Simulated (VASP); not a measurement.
# Au (Cmcm) in VASP: single point with LDA

Aim: the single point of Au with LDA.

Everything below comes from runs of VASP 6.6.1. Logs are shortened: lines on timing, memory, paths and dates and some standing lists are left out, and cuts for length are marked.

## (1) The cell of the first run

Symmetry: Cmcm, No. 63, orthorhombic system. The conventional cell has a = 2.753 Å, b = 5.175 Å, c = 4.673 Å, α = 90.00°, β = 90.00°, γ = 90.00°. Au (site symmetry m2m) has 12 Au at 2.75 to 2.93 Å within 3.6 Å.

## (2) Single point, LDA

INCAR

```
SYSTEM = Au
ALGO = Fast
EDIFF = 1E-6
ENCUT = 520
GGA = CA
ISIF = 2
ISMEAR = 0
LASPH = .TRUE.
LCHARG = .FALSE.
LREAL = .FALSE.
LWAVE = .FALSE.
NBANDS = 18
NELM = 100
PREC = Accurate
SIGMA = 0.1
```

KPOINTS

```
k-points
0
G
  8 8 4
  0 0 0
```

POSCAR

```
Au
1.0
    1.3764542966     -2.5872803206      0.0000000000
    1.3764542966      2.5872803206      0.0000000000
    0.0000000000      0.0000000000      4.6729754725
Au
2
Direct
    0.6572657072      0.3427342928      0.2500000000
    0.3427342928      0.6572657072      0.7500000000
```

Potentials or basis: VASP PAW LDA potentials, release 64 (Au).

Command:

```sh
> cat potpaw_LDA.64/Au/POTCAR > POTCAR
> mpirun -np 1 vasp_std > vasp.out
```

OUTCAR:

```text
SYSTEM = Au
   EDIFF = 1E-6
   ENCUT = 520
   GGA = CA
   ISIF = 2
   ISMEAR = 0
   LASPH = .TRUE.
   LREAL = .FALSE.
   NELM = 100
   PREC = Accurate

 ion  position               nearest neighbor table
   1  0.657  0.343  0.250-   2 2.85   2 2.85   2 2.88   2 2.88   2 2.88   2 2.88
   2  0.343  0.657  0.750-   1 2.85   1 2.85   1 2.88   1 2.88   1 2.88   1 2.88

  LATTYP: Found a base centered orthorhombic cell.
 ALAT       =     2.7529085932
 B/A-ratio  =     1.8796703436
 C/A-ratio  =     1.6974684463

  Lattice vectors:

 A1 = (   1.3764542966,  -2.5872803206,   0.0000000000)
 A2 = (   1.3764542966,   2.5872803206,   0.0000000000)
 A3 = (   0.0000000000,   0.0000000000,   4.6729754725)

Analysis of symmetry for initial positions (statically):
=====================================================================
 Subroutine PRICEL returns:
 Original cell was already a primitive cell.

 Routine SETGRP: Setting up the symmetry group for a
 base centered orthorhombic supercell.

 Subroutine GETGRP returns: Found  8 space group operations
 (whereof  4 operations were pure point group operations)
 out of a pool of  8 trial point group operations.

The static configuration has the point symmetry C_2h.
 The point group associated with its full space group is D_2h.

Analysis of symmetry for dynamics (positions and initial velocities):
=====================================================================
 Subroutine PRICEL returns:
 Original cell was already a primitive cell.

 Routine SETGRP: Setting up the symmetry group for a
 base centered orthorhombic supercell.

 Subroutine GETGRP returns: Found  8 space group operations
 (whereof  4 operations were pure point group operations)
 out of a pool of  8 trial point group operations.

The dynamic configuration has the point symmetry C_2h.
 The point group associated with its full space group is D_2h.

 Subroutine INISYM returns: Found  8 space group operations
 (whereof  4 operations are pure point group operations),
 and found     1 'primitive' translations

----------------------------------------------------------------------------------------

                                     Primitive cell

  volume of cell :      33.2835

  direct lattice vectors                    reciprocal lattice vectors
     1.376454297 -2.587280321  0.000000000     0.363252163 -0.193253122  0.000000000
     1.376454297  2.587280321  0.000000000     0.363252163  0.193253122  0.000000000
     0.000000000  0.000000000  4.672975473     0.000000000  0.000000000  0.213996415

  length of vectors
     2.930639160  2.930639160  4.672975473     0.411459479  0.411459479  0.213996415

  position of ions in fractional coordinates (direct lattice)
     0.657265707  0.342734293  0.250000000
     0.342734293  0.657265707  0.750000000

  ion indices of the primitive-cell ions
   primitive index   ion index
                 1           1
                 2           2

----------------------------------------------------------------------------------------

 KPOINTS: k-points

Automatic generation of k-mesh.
 Grid dimensions read from file:
 generate k-points for:    8    8    4

 Generating k-lattice:

  Cartesian coordinates                     Fractional coordinates (reciprocal lattice)
     0.045406520 -0.024156640  0.000000000     0.125000000  0.000000000  0.000000000
     0.045406520  0.024156640  0.000000000     0.000000000  0.125000000  0.000000000
     0.000000000  0.000000000  0.053499104     0.000000000  0.000000000  0.250000000

  Length of vectors
     0.051432435  0.051432435  0.053499104

  Shift w.r.t. Gamma in fractional coordinates (k-lattice)
     0.000000000  0.000000000  0.000000000

 Subroutine IBZKPT returns following result:
 ===========================================

 Found     63 irreducible k-points:

 Following reciprocal coordinates:
            Coordinates               Weight
  0.000000  0.000000  0.000000      1.000000
  0.125000 -0.000000  0.000000      4.000000
  0.250000 -0.000000  0.000000      4.000000
  0.375000 -0.000000  0.000000      4.000000
  0.500000 -0.000000  0.000000      2.000000
  0.125000  0.125000  0.000000      2.000000
[... 16 lines left out ...]
  0.125000 -0.000000  0.250000      8.000000
  0.250000 -0.000000  0.250000      8.000000
 [... further k-points ...]
   k-points           NKPTS =     63   k-points in BZ     NKDIM =     63   number of bands    NBANDS=     18
   number of dos      NEDOS =    301   number of ions     NIONS =      2
   total plane-waves  NPLWV =  20736
   dimension x,y,z NGX =    24 NGY =   24 NGZ =   36
   dimension x,y,z NGXF=    48 NGYF=   48 NGZF=   72
   ions per type =               2
   NGX,Y,Z   is equivalent  to a cutoff of  13.61, 13.61, 12.81 a.u.
   NGXF,Y,Z  is equivalent  to a cutoff of  27.23, 27.23, 25.61 a.u.
 SYSTEM =  Au
   PREC   = accura    normal or accurate (medium, high low for compatibility)
   ISTART =      0    job   : 0-new  1-cont  2-samecut
   ICHARG =      2    charge: 1-file 2-atom 10-const
   ISPIN  =      1    spin polarized calculation?
   LNONCOLLINEAR =      F non collinear calculations
   LSORBIT =      F    spin-orbit coupling
   LASPH  =      T    aspherical Exc in radial PAW
   ENCUT  =  520.0 eV  38.22 Ry    6.18 a.u.   5.45  5.45  8.69*2*pi/ulx,y,z
   NELM   =    100;   NELMIN=  2; NELMDL= -5     # of ELM steps
   EDIFF  = 0.1E-05   stopping-criterion for ELM
   LREAL  =      F    real-space projection
   EDIFFG = 0.1E-04   stopping-criterion for IOM
   NSW    =      0    number of steps for IOM
   IBRION =     -1    ionic relax: 0-MD 1-quasi-New 2-CG
   NFREE  =      0    steps in history (QN), initial steepest desc. (CG)
   ISIF   =      2    stress and relaxation
   ISYM   =      2    0-nonsym 1-usesym 2-fastsym
   POTIM  = 0.5000    time-step for ionic-motion
   TEBEG  =    0.0;   TEEND  =   0.0 temperature during run
   PSTRESS=    0.0 pullay stress
   NELECT =      22.0000    total number of electrons
   NUPDOWN=      -1.0000    fix difference up-down
   EMIN   =  10.00;   EMAX   =-10.00  energy-range for DOS
   EFERMI =   0.00;   METHOD = LEGACY
   ISMEAR =     0;   SIGMA  =   0.10  broadening in eV -4-tet -1-fermi 0-gaus
   EFERMI_NEDOS =   21; number of points for ismear=-14 and -15
   IALGO  =     68    algorithm
   IMIX   =      4    mixing-type and parameters
     AMIX     =   0.40;   BMIX     =  1.00
     AMIX_MAG =   1.60;   BMIX_MAG =  1.00
  volume/ion in A,a.u.               =      16.64       112.30
  Fermi-wavevector in a.u.,A,eV,Ry     =   1.426065  2.694873 27.669661  2.033663
  Thomas-Fermi vector in A             =   2.546382
   LORBIT       =      0    0 simple, 1 ext, 2 COOP (PROOUT), +10 PAW based schemes
   GGA     = CA    functional components
   LHFCALC =     F    Hartree Fock is set to
   AEXX    =    0.0000 exact exchange contribution
   IVDW    =     0    specifies the selected vdW correction
   LEPSILON=     F    determine dielectric tensor
   LRPA    =     F    only Hartree local field effects (RPA)
 non-spin polarized calculation
 RMM-DIIS sequential band-by-band and
 Gauss-broadening in eV      SIGMA  =   0.10
  energy-cutoff  :      520.00
  volume of cell :       33.28
 maximum number of plane-waves:       913
 NGX is ok and might be reduce to    24
   NGX = 11   NGY = 11   NGZ = 17

 number of electron      21.9999999 magnetization

 Free energy of the ion-electron system (eV)
  ---------------------------------------------------
  ext. energy  EPLUGINS =         0.00000000
  ---------------------------------------------------
  free energy    TOTEN  =        -8.85541573 eV

  energy without entropy =       -8.85358968  energy(sigma->0) =       -8.85450270

 E-fermi :   9.7108     XC(G=0): -13.1192

 val. band max:        9.6674826468   @ k =   0.5000  -0.0000   0.2500
 cond. band min:       9.7507014218   @ k =   0.5000   0.5000   0.0000
 fundamental gap:      0.0832187749
 Fermi energy:         9.7107711464

 k-point     1 :       0.0000    0.0000    0.0000
  band No.  band energies     occupation
      1      -0.4779      2.00000
      2       2.0982      2.00000
      3       4.3799      2.00000
      4       4.5460      2.00000
      5       5.1781      2.00000
      6       5.5511      2.00000
[... 10 lines left out ...]
     17      27.3730      0.00000
     18      29.1661      0.00000

 k-point     2 :       0.1250   -0.0000    0.0000
  band No.  band energies     occupation
      1       0.0345      2.00000
      2       2.5103      2.00000
      3       4.4539      2.00000
      4       4.8883      2.00000
      5       5.1901      2.00000
      6       5.3296      2.00000
[... 10 lines left out ...]
     17      26.3561      0.00000
     18      27.8919      0.00000

 k-point     3 :       0.2500   -0.0000    0.0000
  band No.  band energies     occupation
      1       1.3453      2.00000
      2       3.1395      2.00000
      3       4.2230      2.00000
      4       4.4655      2.00000
      5       5.0953      2.00000
      6       5.1161      2.00000
[... 10 lines left out ...]
     17      26.4714      0.00000
     18      26.8787      0.00000

 k-point     4 :       0.3750   -0.0000    0.0000
  band No.  band energies     occupation
      1       2.4395      2.00000
      2       2.8937      2.00000
      3       3.3318      2.00000
      4       4.7433      2.00000
      5       5.1784      2.00000
      6       5.4914      2.00000
[... 375 lines left out ...]
      4       4.4553      2.00000
      5       4.9517      2.00000
      6       5.3649      2.00000
[... 10 lines left out ...]
     17      27.0579      0.00000
     18      28.6428      0.00000

 k-point    23 :       0.1250   -0.0000    0.2500
  band No.  band energies     occupation
      1       0.5605      2.00000
      2       2.5221      2.00000
      3       4.4777      2.00000
      4       4.5943      2.00000
      5       4.8741      2.00000
      6       5.2016      2.00000
[... 10 lines left out ...]
     17      25.8514      0.00000
     18      27.0447      0.00000

 k-point    24 :       0.2500   -0.0000    0.2500
  band No.  band energies     occupation
      1       1.7303      2.00000
      2       3.2841      2.00000
      3       3.9467      2.00000
      4       4.5060      2.00000
      5       4.7919      2.00000
      6       5.2446      2.00000
[... 10 lines left out ...]
     17      25.4681      0.00000
     18      26.3585      0.00000

 [... further k-points ...]
[... 5 lines left out ...]
  --------------------------------------------------------------------------------------
  -------------------------------------------------------------------------------------
  Total        0.1219590      0.0804518      0.1093923      0.0000000     -0.0000000      0.0000000
  in kB        5.8707756      3.8727308      5.2658524      0.0000000     -0.0000000      0.0000000
  external PRESSURE =       5.0031196 kB  Pullay stress =       0.0000000 kB

 VOLUME and BASIS-vectors are now :
 -----------------------------------------------------------------------------
  energy-cutoff  :      520.00
  volume of cell :       33.28
      direct lattice vectors                 reciprocal lattice vectors
     1.376454297 -2.587280321  0.000000000     0.363252163 -0.193253122  0.000000000
     1.376454297  2.587280321  0.000000000     0.363252163  0.193253122  0.000000000
     0.000000000  0.000000000  4.672975473     0.000000000  0.000000000  0.213996415

 POSITION                                       TOTAL-FORCE (eV/Angst)
 -----------------------------------------------------------------------------------
      1.37645     -0.81378      1.16824         0.000000      0.003718      0.000000
      1.37645      0.81378      3.50473         0.000000     -0.003718     -0.000000
 -----------------------------------------------------------------------------------
    total drift:                                0.000000      0.000000     -0.000000

  FREE ENERGIE OF THE ION-ELECTRON SYSTEM (eV)
  ---------------------------------------------------
  free  energy   TOTEN  =        -8.8554157279 eV

  energy  without entropy=       -8.8535896800  energy(sigma->0) =       -8.85450270
```

Run time: 37 s. Hardware: 1 thread of AMD EPYC 7R43 (Zen 3), shared host; peak memory 0.12 GiB.

Results:

```yaml
Free_energy: -8.8554 eV
Pressure: 0.5 GPa
Largest_force: 0.004 eV/Å
Band_gap_on_the_k_mesh: zero (band 11 reaches 13.04 eV, above the bottom of band 12 at 7.16 eV)
```

Forces in eV/Å, atoms in the order of the input:
```
Au   0.000  0.004  0.000
Au   0.000 -0.004  0.000
```

Levels at points of the mesh, in eV from the Fermi level:
```tsv
k point	band 9	band 10	band 11	band 12	band 13	band 14
(0.00, 0.00, 0.00)	-3.54	-2.30	-2.16	-1.12	3.13	13.76
(0.50, 0.00, 0.00)	-1.97	-1.86	0.40	1.87	6.12	7.51
(0.50, 0.50, 0.00)	-1.85	-1.84	0.04	0.80	5.68	6.91
(0.00, 0.00, 0.50)	-2.95	-2.95	-2.53	-2.53	11.42	11.42
(0.50, 0.00, 0.50)	-1.84	-1.84	0.66	0.66	4.32	4.32
(0.50, 0.50, 0.50)	-1.98	-1.98	-0.28	-0.28	3.44	3.44
```

Caveat: spin-orbit coupling is left out, which moves the levels of the heavy elements.
